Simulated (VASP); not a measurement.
# Ag (C2/m) in VASP: further runs

Ag is run at these levels: r2SCAN; tasks: electric field gradients.

Everything below comes from runs of VASP 6.6.1. Logs are shortened: lines on timing, memory, paths and dates and some standing lists are left out, and cuts for length are marked.

**1. The cell of the first run**

It takes space group C2/m (No. 12, monoclinic). The conventional cell has a = 5.092 Å, b = 2.940 Å, c = 4.763 Å, α = 90.00°, β = 90.00°, γ = 90.00°. Within 2.7 Å of Ag (site symmetry m) lie 3 Ag at 2.05 to 2.60 Å.

**2. Electric field gradients, r2SCAN (shortest bond scaled by 0.7)**

Contents of POSCAR:

```
Ag
1.0
    2.9401015088      0.0000000000      0.0000000000
   -1.4700507544      2.5462025963      0.0000000000
    0.0000000000      0.0000000000      4.7629644442
Ag
2
Direct
    0.2333333333      0.6166666667      0.1750000000
    0.7666666667      0.3833333333      0.8250000000
```

Contents of INCAR.step1:

```
PREC = Accurate
ENCUT = 520
ISMEAR = -1
SIGMA = 0.05
LREAL = F
LASPH = T
NELM = 80
NBANDS = 18
GGA = PE
ALGO = Normal
EDIFF = 1E-4
LWAVE = T
LCHARG = F
```

Contents of INCAR.step2:

```
PREC = Accurate
ENCUT = 520
EDIFF = 1E-8
ISMEAR = -1
SIGMA = 0.05
LREAL = F
LASPH = T
NELM = 80
ALGO = Normal
ISIF = 2
LWAVE = F
LCHARG = F
METAGGA = R2SCAN
LMIXTAU = T
LEFG = T
NBANDS = 18
ISTART = 1
```

Contents of KPOINTS:

```
regular mesh
0
Gamma
  12 12 6
```

Potentials or basis: VASP PAW PBE potentials, release 64 (Ag).

The run is started by

```console
$ cat potpaw_PBE.64/Ag/POTCAR > POTCAR
$ cp INCAR.step1 INCAR
$ mpirun -np 1 vasp_std > vasp.out
$ cp INCAR.step2 INCAR
$ mpirun -np 1 vasp_std > vasp.out
```

OUTCAR:

```text
PREC = Accurate
   ENCUT = 520
   EDIFF = 1E-8
   ISMEAR = -1
   LREAL = F
   LASPH = T
   NELM = 80
   ISIF = 2
   METAGGA = R2SCAN
   ISTART = 1

 ion  position               nearest neighbor table
   1  0.233  0.617  0.175-   2 2.05   2 2.60   2 2.60   2 3.32   2 3.58   2 3.58
   2  0.767  0.383  0.825-   1 2.05   1 2.60   1 2.60   1 3.32   1 3.58   1 3.58

  LATTYP: Found a hexagonal cell.
 ALAT       =     2.9401015088
 C/A-ratio  =     1.6200000000

  Lattice vectors:

 A1 = (   2.9401015088,   0.0000000000,   0.0000000000)
 A2 = (  -1.4700507544,   2.5462025963,   0.0000000000)
 A3 = (   0.0000000000,   0.0000000000,   4.7629644442)

Analysis of symmetry for initial positions (statically):
=====================================================================
 Subroutine PRICEL returns:
 Original cell was already a primitive cell.

 Routine SETGRP: Setting up the symmetry group for a
 hexagonal supercell.

 Subroutine GETGRP returns: Found  4 space group operations
 (whereof  4 operations were pure point group operations)
 out of a pool of 24 trial point group operations.

The static configuration has the point symmetry C_2h.

Analysis of symmetry for dynamics (positions and initial velocities):
=====================================================================
 Subroutine PRICEL returns:
 Original cell was already a primitive cell.

 Routine SETGRP: Setting up the symmetry group for a
 hexagonal supercell.

 Subroutine GETGRP returns: Found  4 space group operations
 (whereof  4 operations were pure point group operations)
 out of a pool of 24 trial point group operations.

The dynamic configuration has the point symmetry C_2h.

 Subroutine INISYM returns: Found  4 space group operations
 (whereof  4 operations are pure point group operations),
 and found     1 'primitive' translations

----------------------------------------------------------------------------------------

                                     Primitive cell

  volume of cell :      35.6560

  direct lattice vectors                    reciprocal lattice vectors
     2.940101509  0.000000000  0.000000000     0.340124311  0.196370863  0.000000000
    -1.470050754  2.546202596  0.000000000     0.000000000  0.392741725  0.000000000
     0.000000000  0.000000000  4.762964444     0.000000000  0.000000000  0.209953278

  length of vectors
     2.940101509  2.940101509  4.762964444     0.392741725  0.392741725  0.209953278

  position of ions in fractional coordinates (direct lattice)
     0.233333333  0.616666667  0.175000000
     0.766666667  0.383333333  0.825000000

  ion indices of the primitive-cell ions
   primitive index   ion index
                 1           1
                 2           2

----------------------------------------------------------------------------------------

 KPOINTS: regular mesh

Automatic generation of k-mesh.
 Grid dimensions read from file:
 generate k-points for:   12   12    6

 Generating k-lattice:

  Cartesian coordinates                     Fractional coordinates (reciprocal lattice)
     0.028343693  0.016364239  0.000000000     0.083333333  0.000000000  0.000000000
     0.000000000  0.032728477  0.000000000     0.000000000  0.083333333  0.000000000
     0.000000000  0.000000000  0.034992213     0.000000000  0.000000000  0.166666667

  Length of vectors
     0.032728477  0.032728477  0.034992213

  Shift w.r.t. Gamma in fractional coordinates (k-lattice)
     0.000000000  0.000000000  0.000000000

 Subroutine IBZKPT returns following result:
 ===========================================

 Found    242 irreducible k-points:

 Following reciprocal coordinates:
            Coordinates               Weight
  0.000000  0.000000  0.000000      1.000000
  0.083333  0.000000  0.000000      2.000000
  0.000000  0.083333  0.000000      4.000000
  0.166667  0.000000  0.000000      2.000000
  0.000000  0.166667  0.000000      4.000000
  0.250000  0.000000  0.000000      2.000000
[... 16 lines left out ...]
 -0.083333  0.416667  0.000000      4.000000
 -0.416667  0.333333  0.000000      4.000000
 [... further k-points ...]
   k-points           NKPTS =    242   k-points in BZ     NKDIM =    242   number of bands    NBANDS=     18
   number of dos      NEDOS =    301   number of ions     NIONS =      2
   total plane-waves  NPLWV =  20736
   dimension x,y,z NGX =    24 NGY =   24 NGZ =   36
   dimension x,y,z NGXF=    48 NGYF=   48 NGZF=   72
   ions per type =               2
   NGX,Y,Z   is equivalent  to a cutoff of  13.57, 13.57, 12.57 a.u.
   NGXF,Y,Z  is equivalent  to a cutoff of  27.14, 27.14, 25.13 a.u.
 SYSTEM =  unknown system
   PREC   = accura    normal or accurate (medium, high low for compatibility)
   ISTART =      1    job   : 0-new  1-cont  2-samecut
   ICHARG =      0    charge: 1-file 2-atom 10-const
   ISPIN  =      1    spin polarized calculation?
   LNONCOLLINEAR =      F non collinear calculations
   LSORBIT =      F    spin-orbit coupling
   LASPH  =      T    aspherical Exc in radial PAW
   ENCUT  =  520.0 eV  38.22 Ry    6.18 a.u.   5.47  5.47  8.86*2*pi/ulx,y,z
   NELM   =     80;   NELMIN=  2; NELMDL=  0     # of ELM steps
   EDIFF  = 0.1E-07   stopping-criterion for ELM
   LREAL  =      F    real-space projection
   EDIFFG = 0.1E-06   stopping-criterion for IOM
   NSW    =      0    number of steps for IOM
   IBRION =     -1    ionic relax: 0-MD 1-quasi-New 2-CG
   NFREE  =      0    steps in history (QN), initial steepest desc. (CG)
   ISIF   =      2    stress and relaxation
   ISYM   =      2    0-nonsym 1-usesym 2-fastsym
   POTIM  = 0.5000    time-step for ionic-motion
   TEBEG  =    0.0;   TEEND  =   0.0 temperature during run
   PSTRESS=    0.0 pullay stress
   NELECT =      22.0000    total number of electrons
   NUPDOWN=      -1.0000    fix difference up-down
   EMIN   =  10.00;   EMAX   =-10.00  energy-range for DOS
   EFERMI =   0.00;   METHOD = LEGACY
   ISMEAR =    -1;   SIGMA  =   0.05  broadening in eV -4-tet -1-fermi 0-gaus
   EFERMI_NEDOS =   21; number of points for ismear=-14 and -15
   IALGO  =     38    algorithm
   IMIX   =      4    mixing-type and parameters
     AMIX     =   0.40;   BMIX     =  1.00
     AMIX_MAG =   1.60;   BMIX_MAG =  1.00
  volume/ion in A,a.u.               =      17.83       120.31
  Fermi-wavevector in a.u.,A,eV,Ry     =   1.393707  2.633725 26.428222  1.942420
  Thomas-Fermi vector in A             =   2.517327
   LORBIT       =      0    0 simple, 1 ext, 2 COOP (PROOUT), +10 PAW based schemes
   METAGGA = R2SCAN    functional components
   LHFCALC =     F    Hartree Fock is set to
   AEXX    =    0.0000 exact exchange contribution
   IVDW    =     0    specifies the selected vdW correction
   LEPSILON=     F    determine dielectric tensor
   LRPA    =     F    only Hartree local field effects (RPA)
 non-spin polarized calculation
  energy-cutoff  :      520.00
  volume of cell :       35.66
 maximum number of plane-waves:       989
 NGX is ok and might be reduce to    24
   NGX = 11   NGY = 11   NGZ = 17

 number of electron      21.9999999 magnetization

 Free energy of the ion-electron system (eV)
  ---------------------------------------------------
  ext. energy  EPLUGINS =         0.00000000
  ---------------------------------------------------
  free energy    TOTEN  =       -39.37112641 eV

  energy without entropy =      -39.36683580  energy(sigma->0) =      -39.36898111

 E-fermi :   8.1170     XC(G=0): -12.4438

 val. band max:        8.1115925720   @ k =  -0.0833   0.5000   0.3333
 cond. band min:       8.1448582147   @ k =   0.2500   0.0833   0.3333
 fundamental gap:      0.0332656427
 Fermi energy:         8.1170372173

 k-point     1 :       0.0000    0.0000    0.0000
  band No.  band energies     occupation
      1      -0.0028      2.00000
      2       0.0021      2.00000
      3       0.5646      2.00000
      4       1.4726      2.00000
      5       1.9497      2.00000
      6       2.5477      2.00000
[... 10 lines left out ...]
     17      27.5215      0.00000
     18      27.9263      0.00000
[... 463 lines left out ...]
 k-point    24 :      -0.4167    0.3333    0.0000
  band No.  band energies     occupation
      1       0.1831      2.00000
      2       0.5822      2.00000
      3       0.9725      2.00000
      4       1.1918      2.00000
      5       3.1203      2.00000
      6       3.6687      2.00000
[... 10 lines left out ...]
     17      21.1931      0.00000
     18      24.2192      0.00000

 [... further k-points ...]

------------------------ aborting loop because EDIFF is reached ----------------------------------------

  FORCE on cell =-STRESS in cart. coord.  units (eV):
  Direction    XX          YY          ZZ          XY          YZ          ZX
  --------------------------------------------------------------------------------------
  -------------------------------------------------------------------------------------
  Total        8.4779542      4.0653916     18.2843568      3.8213914      5.2625052      9.1149215
  in kB      380.9509219    182.6755158    821.5947393    171.7115386    236.4669789    409.5725989
  external PRESSURE =     461.7403923 kB  Pullay stress =       0.0000000 kB

 VOLUME and BASIS-vectors are now :
 -----------------------------------------------------------------------------
  energy-cutoff  :      520.00
  volume of cell :       35.66
      direct lattice vectors                 reciprocal lattice vectors
     2.940101509  0.000000000  0.000000000     0.340124311  0.196370863  0.000000000
    -1.470050754  2.546202596  0.000000000     0.000000000  0.392741725  0.000000000
     0.000000000  0.000000000  4.762964444     0.000000000  0.000000000  0.209953278

 POSITION                                       TOTAL-FORCE (eV/Angst)
 -----------------------------------------------------------------------------------
     -0.22051      1.57016      0.83352         5.496432      3.173367     12.260759
      1.69056      0.97604      3.92945        -5.496432     -3.173367    -12.260759
 -----------------------------------------------------------------------------------
    total drift:                               -0.000000      0.000000     -0.000000

  FREE ENERGIE OF THE ION-ELECTRON SYSTEM (eV)
  ---------------------------------------------------
  free  energy   TOTEN  =       -39.3711264074 eV

  energy  without entropy=      -39.3668358042  energy(sigma->0) =      -39.36898111

 Electric field gradients (V/A^2)
---------------------------------------------------------------------
 ion       V_xx      V_yy      V_zz      V_xy      V_xz      V_yz
---------------------------------------------------------------------
   1     -10.771    13.962    -3.191   -21.418   -39.162   -22.610
   2     -10.771    13.962    -3.191   -21.418   -39.162   -22.610
---------------------------------------------------------------------

 Electric field gradients after diagonalization (V/A^2)
 (convention: |V_zz| > |V_xx| > |V_yy|)
----------------------------------------------------------------------
 ion       V_xx      V_yy      V_zz     asymmetry (V_yy - V_xx)/ V_zz
----------------------------------------------------------------------
   1      33.144    26.327   -59.471       0.115
   2      33.144    26.327   -59.471       0.115
----------------------------------------------------------------------

           NMR quadrupolar parameters

 Cq : quadrupolar parameter    Cq=e*Q*V_zz/h
 eta: asymmetry parameters     (V_yy - V_xx)/ V_zz
 Q  : nuclear electric quadrupole moment in mb (millibarn)
----------------------------------------------------------------------
 ion       Cq(MHz)       eta       Q (mb)
----------------------------------------------------------------------
   1      -0.144       0.115       1.000
   2      -0.144       0.115       1.000
----------------------------------------------------------------------
```

Run time: 5.1 min. Hardware: 1 thread of Intel Xeon 6975P-C, shared host; peak memory 0.26 GiB.

What came out:

```
Free energy            : -39.3711 eV
Pressure               : 46.2 GPa
Largest force          : 13.806 eV/Å
Band gap on the k mesh : zero (band 11 reaches 12.15 eV, above the bottom of band 12 at 5.73 eV)
```

Forces on the atoms (eV/Å):
```
Ag    5.496   3.173  12.261
Ag   -5.496  -3.173 -12.261
```

Stress tensor (GPa, compression positive):
```
38.10 17.17 40.96
17.17 18.27 23.65
40.96 23.65 82.16
```

Electric field gradients, principal values (V/Å²):
```tsv
atom	least	middle	greatest (by size)
1 Ag	26.327	33.144	-59.471
2 Ag	26.327	33.144	-59.471
```

Caveat: the cell differs from its parent crystal (shortest bond scaled by 0.7); without QUAD_EFG the Cq values of the log hold for a quadrupole moment of 1 mb, not for the nuclei; the PAW data sets were made with another functional, which shifts forces and pressure a little.

[end of part 1 of 3]
